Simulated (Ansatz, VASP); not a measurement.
# One calculation of Zn, two programs

```
CELL_PARAMETERS angstrom
0.00000 1.92467 1.92467
1.92467 0.00000 1.92467
1.92467 1.92467 0.00000
ATOMIC_POSITIONS crystal
Zn 0.00000 0.00000 0.00000
```

Alike in both runs: task single point; functional r2SCANh; dispersion D4; k mesh 8 × 8 × 8; occupations gaussian, width 0.02 eV; no spin polarisation.

|  | VASP | Ansatz |
| --- | --- | --- |
| version | VASP 6.6.1 | Ansatz 0.2.0 |
| potentials or method | VASP PAW PBE potentials, release 64 (Zn) | Ansatz PAW |
| plane-wave cutoff (eV) | 440 | 500 |
| valence electrons in the cell | 12 | 12 |

```csv
,VASP,Ansatz,Ansatz less VASP
gap on the k mesh at the Fermi level (eV),none,none,-
pressure (GPa),-0.2,-0.1,+0.04
```

VASP's potentials were made for PBE, not for r2SCANh. A gap of «none» marks a metal or a gap that the smearing closes.
